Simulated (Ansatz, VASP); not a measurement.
**One calculation of Pt, two programs**

```xyz
2
Lattice="2.7080 0.0000 0.0000 -1.3540 2.3452 0.0000 0.0000 0.0000 4.6782" Properties=species:S:1:pos:R:3 pbc="T T T"
Pt    1.3723    1.0209    3.5536
Pt   -0.0183    1.3243    1.1246
```

Change from the starting cell: all atoms moved at random, sigma 0.25 Å a component; relaxed back.

Alike in both runs: task relaxation of cell and atoms; functional LDA; k mesh 12 × 12 × 8; occupations gaussian, width 0.15 eV; no spin polarisation.

|  | VASP | Ansatz |
| --- | --- | --- |
| version | VASP 6.6.1 | Ansatz 0.2.0 |
| potentials or method | VASP PAW LDA potentials, release 64 (Pt), cutoff 600 eV | scalar-relativistic, plane waves, PAW |
| valence electrons in the cell | 20 | 36 |

Ansatz gave:

```
gap on the k mesh at the Fermi level, each at its own relaxed structure (eV) : none
relaxed volume (Å³/atom)                                                     : 14.92
relaxed cell length with the largest relative difference (Å)                 : 2.681
```

Question: Which values does VASP return?

Answer: gap on the k mesh at the Fermi level, each at its own relaxed structure (eV): none; relaxed volume (Å³/atom): 14.96; relaxed cell length with the largest relative difference (Å): 2.686.

LDA's correlation is that of Perdew and Zunger in VASP and of Perdew and Wang (1992) in Ansatz. A gap of «none» marks a metal or a gap that the smearing closes. VASP's potentials hold 20 valence electrons a cell and Ansatz's 36, so a difference there can come from the potentials and not from the codes.

Spin-orbit coupling is off throughout.
